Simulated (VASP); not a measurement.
# ScAl3N4 (P3m1) in VASP: relaxation of cell and atoms with PBE

Aim: the relaxation of cell and atoms of ScAl3N4 with PBE.

All numbers are computed with VASP 6.6.1; they aren't measurements. Logs are shortened: lines on timing, memory, paths and dates and some standing lists are left out, and cuts for length are marked.

## (1) The cell of the first run

Symmetry: P3m1, No. 156, trigonal system. The conventional cell has a = 3.161 Å, b = 3.161 Å, c = 10.301 Å, α = 90.00°, β = 90.00°, γ = 120.00°. Within 2.7 Å of Sc (site symmetry 3m) lie 6 N at 2.03 to 2.56 Å. Al (site symmetry 3m) has 4 N at 1.86 to 1.93 Å within 2.5 Å. Al (site symmetry 3m) has 4 N at 1.89 to 1.96 Å within 2.5 Å. Al (site symmetry 3m) has 4 N at 1.88 to 1.93 Å within 2.5 Å. Within 2.5 Å of N (site symmetry 3m) lie 1 Al at 1.86 Å and 3 Sc at 2.03 Å. N (site symmetry 3m) has 4 Al at 1.89 to 1.93 Å within 2.5 Å. N (site symmetry 3m) has 4 Al at 1.88 to 1.93 Å within 2.5 Å. N (site symmetry 3m) has 3 Al at 1.96 Å and 3 Sc at 2.56 Å within 2.6 Å.

## (2) Relaxation of cell and atoms, PBE

Input file INCAR:

```
PREC = Accurate
ENCUT = 600
EDIFF = 1E-7
ISMEAR = 0
SIGMA = 0.02
LREAL = F
LASPH = T
NELM = 60
ALGO = Normal
ISIF = 3
LWAVE = F
LCHARG = F
GGA = PE
IBRION = 2
NSW = 100
EDIFFG = -0.01
```

Input file KPOINTS:

```
regular mesh
0
Gamma
  12 12 4
```

Input file POSCAR:

```
ScAl3N4
1.0
    3.1611816082      0.0000000000      0.0000000000
   -1.5805908041      2.7376635787      0.0000000000
    0.0000000000      0.0000000000     10.3005487540
Sc Al N
1 3 4
Direct
    0.3333333333      0.6666666667      0.1615585317
    0.6666666667      0.3333333333      0.4291651903
    0.6666666667      0.3333333333      0.9187433445
    0.3333333333      0.6666666667      0.6732509514
    0.6666666667      0.3333333333      0.2482900332
    0.6666666667      0.3333333333      0.7355388651
    0.3333333333      0.6666666667      0.4906683568
    0.0000000000      0.0000000000      0.9867847270
```

Potentials or basis: VASP PAW PBE potentials, release 64 (Sc_sv, Al, N).

Started as:

```
cat potpaw_PBE.64/Sc_sv/POTCAR potpaw_PBE.64/Al/POTCAR potpaw_PBE.64/N/POTCAR > POTCAR
mpirun -np 1 vasp_std > vasp.out
```

OUTCAR:

```text
PREC = Accurate
   ENCUT = 600
   EDIFF = 1E-7
   ISMEAR = 0
   LREAL = F
   LASPH = T
   NELM = 60
   ISIF = 3
   GGA = PE
   IBRION = 2
   NSW = 100
   EDIFFG = -0.01

 ion  position               nearest neighbor table
   1  0.333  0.667  0.162-   5 2.03   5 2.03   5 2.03   8 2.56   8 2.56   8 2.56   3 3.10   3 3.10
                             3 3.10   2 3.31   2 3.31   2 3.31
   2  0.667  0.333  0.429-   5 1.86   7 1.93   7 1.93   7 1.93   4 3.11   4 3.11   4 3.11   1 3.31
                             1 3.31   1 3.31
   3  0.667  0.333  0.919-   6 1.89   8 1.96   8 1.96   8 1.96   1 3.10   1 3.10   1 3.10   4 3.12
                             4 3.12   4 3.12
   4  0.333  0.667  0.673-   7 1.88   6 1.93   6 1.93   6 1.93   2 3.11   2 3.11   2 3.11   3 3.12
                             3 3.12   3 3.12
   5  0.667  0.333  0.248-   2 1.86   1 2.03   1 2.03   1 2.03
   6  0.667  0.333  0.736-   3 1.89   4 1.93   4 1.93   4 1.93
   7  0.333  0.667  0.491-   4 1.88   2 1.93   2 1.93   2 1.93
   8  0.000  0.000  0.987-   3 1.96   3 1.96   3 1.96   1 2.56   1 2.56   1 2.56

  LATTYP: Found a hexagonal cell.
 ALAT       =     3.1611816082
 C/A-ratio  =     3.2584489063

  Lattice vectors:

 A1 = (   3.1611816082,   0.0000000000,   0.0000000000)
 A2 = (  -1.5805908041,   2.7376635787,   0.0000000000)
 A3 = (   0.0000000000,   0.0000000000,  10.3005487540)

Analysis of symmetry for initial positions (statically):
=====================================================================
 Subroutine PRICEL returns:
 Original cell was already a primitive cell.

 Routine SETGRP: Setting up the symmetry group for a
 hexagonal supercell.

 Subroutine GETGRP returns: Found  6 space group operations
 (whereof  6 operations were pure point group operations)
 out of a pool of 24 trial point group operations.

The static configuration has the point symmetry C_3v.

Analysis of symmetry for dynamics (positions and initial velocities):
=====================================================================
 Subroutine PRICEL returns:
 Original cell was already a primitive cell.

 Routine SETGRP: Setting up the symmetry group for a
 hexagonal supercell.

 Subroutine GETGRP returns: Found  6 space group operations
 (whereof  6 operations were pure point group operations)
 out of a pool of 24 trial point group operations.

The dynamic configuration has the point symmetry C_3v.

 Subroutine INISYM returns: Found  6 space group operations
 (whereof  6 operations are pure point group operations),
[... 117 lines left out ...]
   TEBEG  =    0.0;   TEEND  =   0.0 temperature during run
   PSTRESS=    0.0 pullay stress
   NELECT =      40.0000    total number of electrons
   NUPDOWN=      -1.0000    fix difference up-down
   EMIN   =  10.00;   EMAX   =-10.00  energy-range for DOS
   EFERMI =   0.00;   METHOD = LEGACY
   ISMEAR =     0;   SIGMA  =   0.02  broadening in eV -4-tet -1-fermi 0-gaus
   EFERMI_NEDOS =   21; number of points for ismear=-14 and -15
   IALGO  =     38    algorithm
   IMIX   =      4    mixing-type and parameters
     AMIX     =   0.40;   BMIX     =  1.00
     AMIX_MAG =   1.60;   BMIX_MAG =  1.00
  volume/ion in A,a.u.               =      11.14        75.20
  Fermi-wavevector in a.u.,A,eV,Ry     =   1.253328  2.368447 21.372466  1.570832
  Thomas-Fermi vector in A             =   2.387186
   LORBIT       =      0    0 simple, 1 ext, 2 COOP (PROOUT), +10 PAW based schemes
   GGA     = PE    functional components
   LHFCALC =     F    Hartree Fock is set to
   AEXX    =    0.0000 exact exchange contribution
   IVDW    =     0    specifies the selected vdW correction
   LEPSILON=     F    determine dielectric tensor
   LRPA    =     F    only Hartree local field effects (RPA)
 conjugate gradient relaxation of ions
 non-spin polarized calculation
 Gauss-broadening in eV      SIGMA  =   0.02
  energy-cutoff  :      600.00
  volume of cell :       89.14
 maximum number of plane-waves:      3029
 NGX is ok and might be reduce to    28
   NGX = 13   NGY = 13   NGZ = 41

--------------------------------------- Ionic step        1  -------------------------------------------

 number of electron      39.9999999 magnetization

 Free energy of the ion-electron system (eV)
  ---------------------------------------------------
  ext. energy  EPLUGINS =         0.00000000
  ---------------------------------------------------
  free energy    TOTEN  =       -62.10061814 eV

  energy without entropy =      -62.10061814  energy(sigma->0) =      -62.10061814

------------------------ aborting loop because EDIFF is reached ----------------------------------------

  FORCE on cell =-STRESS in cart. coord.  units (eV):
  Direction    XX          YY          ZZ          XY          YZ          ZX
  --------------------------------------------------------------------------------------
  -------------------------------------------------------------------------------------
  Total       -0.1609325     -0.1609325      0.1415785      0.0000000      0.0000000      0.0000000
  in kB       -2.8924404     -2.8924404      2.5445916      0.0000000      0.0000000      0.0000000
  external PRESSURE =      -1.0800964 kB  Pullay stress =       0.0000000 kB
[... 197 lines left out ...]
--------------------------------------- Ionic step        6  -------------------------------------------

 number of electron      39.9999999 magnetization

 Free energy of the ion-electron system (eV)
  ---------------------------------------------------
  ext. energy  EPLUGINS =         0.00000000
  ---------------------------------------------------
  free energy    TOTEN  =       -62.10142322 eV

  energy without entropy =      -62.10142322  energy(sigma->0) =      -62.10142322

 E-fermi :   5.6703     XC(G=0): -10.9666

 val. band max:        5.5573281972   @ k =   0.3333   0.3333   0.5000
 cond. band min:       8.5637383036   @ k =   0.5000  -0.0000   0.0000
 fundamental gap:      3.0064101065
 Fermi energy:         5.6703433039

 k-point     1 :       0.0000    0.0000    0.0000
  band No.  band energies     occupation
      1     -41.4936      2.00000
      2     -20.3356      2.00000
      3     -19.9169      2.00000
      4     -19.9169      2.00000
      5      -9.5309      2.00000
      6      -8.6724      2.00000
[... 661 lines left out ...]
     24      10.7216      0.00000
     25      11.5932      0.00000

 [... further k-points ...]

------------------------ aborting loop because EDIFF is reached ----------------------------------------

  FORCE on cell =-STRESS in cart. coord.  units (eV):
  Direction    XX          YY          ZZ          XY          YZ          ZX
  --------------------------------------------------------------------------------------
  -------------------------------------------------------------------------------------
  Total       -0.0152123     -0.0152123     -0.0191355      0.0000000      0.0000000      0.0000000
  in kB       -0.2736029     -0.2736029     -0.3441625      0.0000000      0.0000000      0.0000000
  external PRESSURE =      -0.2971228 kB  Pullay stress =       0.0000000 kB
[... 23 lines left out ...]
  FREE ENERGIE OF THE ION-ELECTRON SYSTEM (eV)
  ---------------------------------------------------
  free  energy   TOTEN  =       -62.1014232241 eV

  energy  without entropy=      -62.1014232241  energy(sigma->0) =      -62.10142322

 reached required accuracy - stopping structural energy minimisation
```

It took 11 min on 1 thread of Intel Xeon Platinum 8259CL at 2.50GHz (Skylake/Cascade Lake), shared host; peak memory 0.39 GiB.

Results:

- Free energy: -62.1014 eV
- Relaxed volume: 11.14 Å³/atom
- Relaxed cell: a = 3.157 Å, b = 3.157 Å, c = 10.318 Å, α = 90.00°, β = 90.00°, γ = 120.00°
- Space group after relaxing (to 0.1 Å): P3m1 (No. 156)
- Energy gained by relaxing: 0.1 meV/atom
- Ionic steps: 6
- Pressure after relaxing: 0.0 GPa
- Largest force after relaxing: 0.010 eV/Å
- Band gap on the k mesh: 3.01 eV (least direct gap 3.18 eV)

Forces on the atoms (eV/Å):
```
Sc   0.000  0.000  0.002
Al   0.000  0.000  0.010
Al   0.000  0.000 -0.006
Al   0.000  0.000  0.007
N    0.000  0.000 -0.001
N    0.000  0.000  0.001
N    0.000  0.000 -0.006
N    0.000  0.000 -0.006
```

The path:
```tsv
step	energy change (eV)	largest force (eV/Å)	pressure (GPa)	volume (Å³)
1	0.0000	0.1090	-0.11	89.14
2	-0.0006	0.0474	0.02	89.05
3	-0.0006	0.0440	0.02	89.05
4	-0.0008	0.0274	0.07	89.03
5	-0.0008	0.0201	0.05	89.04
6	-0.0008	0.0097	-0.03	89.08
```

Final structure:
```yaml
crystal:
  lattice:
    - [3.15734, 0.00000, 0.00000]
    - [-1.57867, 2.73433, 0.00000]
    - [0.00000, 0.00000, 10.31843]
  atoms:
    - { symbol: Sc, position: [0.33333, 0.66667, 0.16119] }
    - { symbol: Al, position: [0.66667, 0.33333, 0.42917] }
    - { symbol: Al, position: [0.66667, 0.33333, 0.91840] }
    - { symbol: Al, position: [0.33333, 0.66667, 0.67309] }
    - { symbol: N, position: [0.66667, 0.33333, 0.24881] }
    - { symbol: N, position: [0.66667, 0.33333, 0.73560] }
    - { symbol: N, position: [0.33333, 0.66667, 0.49094] }
    - { symbol: N, position: [0.00000, 0.00000, 0.98680] }
```

Levels at points of the mesh, in eV from the valence-band top:
```tsv
k point	band 16	band 17	band 18	band 19	band 20	band 21	band 22	band 23	band 24	band 25
(0.00, 0.00, 0.00)	-0.53	-0.53	-0.38	-0.27	-0.27	3.51	4.52	4.77	4.77	5.87
(0.50, 0.00, 0.00)	-1.86	-1.42	-1.20	-0.65	-0.18	3.01	4.21	5.43	5.62	6.08
(0.00, 0.00, 0.50)	-1.03	-0.48	-0.48	-0.31	-0.31	3.64	4.76	4.76	4.96	5.27
(0.50, 0.00, 0.50)	-1.79	-1.51	-1.27	-0.81	-0.15	3.21	4.01	5.44	5.89	6.01
```
